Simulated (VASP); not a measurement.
Runs of VASP 6.6.1 on S. The structure is that of space group P6_3/mmc (No. 194), or close to it. The cells are those of the table. 

```tsv
task	cell	k mesh for the DOS	occupations for the DOS	gap on the mesh (eV)	pressure (GPa)
single point	a = 2.994, b = 2.994, c = 3.425 Å, angles 90.0, 90.0, 120.0°, 2 atoms	-	-	none	26.8
single point	a = 2.324, b = 2.324, c = 3.135 Å, angles 90.0, 90.0, 120.0°, 2 atoms	-	-	none	(b)
single point	a = 3.162, b = 3.162, c = 3.465 Å, angles 90.0, 90.0, 120.0°, 2 atoms	-	-	none	11.0
single point	a = 2.458, b = 2.458, c = 3.259 Å, angles 90.0, 90.0, 120.0°, 2 atoms	-	-	none	174.0
single point	a = 2.822, b = 2.822, c = 3.361 Å, angles 90.0, 90.0, 120.0°, 2 atoms	-	-	none	(a)
```

Alike in all rows: level PBE; potentials or basis VASP PAW PBE potentials, release 64 (S); no spin polarisation; k mesh 15 × 15 × 8; cutoff (eV) 520; smearing fermi-dirac 0.1 eV.

Task: Estimate the missing entries.

Result: (a) 54.6; (b) 279.8.

A gap of «none» marks levels without a gap at the run's occupations.
